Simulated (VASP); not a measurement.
MgI2:

```
I Mg
1.0
     4.14000    0.00000    0.00000
    -2.07000    3.58535    0.00000
     0.00000    0.00000    6.88000
I Mg
2 1
Direct
  0.66667 0.33333 0.75000
  0.33333 0.66667 0.25000
  0.00000 0.00000 0.00000
```

Base run:

```yaml
Program: VASP 6.6.1
Functional: r2SCAN
Potentials_or_basis: VASP PAW PBE potentials, release 64 (I, Mg)
Cutoff: 520 eV
k_mesh: 12 × 12 × 4
Occupations: gaussian, width 0.01 eV
Spin: no spin polarisation
```

Its results: band gap on the k mesh 4.09 eV, indirect (least direct gap 4.44 eV); pressure 0.0 GPa; largest force 0.317 eV/Å.

Question: The run is repeated on the same cell with these changes: functional from r2SCAN to LDA; potentials or basis from VASP PAW PBE potentials, release 64 (I, Mg) to VASP PAW LDA potentials, release 64 (I, Mg). What comes out?

Answer: Band gap on the k mesh 3.31 eV, indirect (least direct gap 3.38 eV); pressure -2.1 GPa; largest force 0.388 eV/Å.

Caveats: spin-orbit coupling is left out, which moves the levels of the heavy elements; the PAW data sets were made with another functional, which shifts forces and pressure a little (some runs).

A k mesh can miss the band edges.
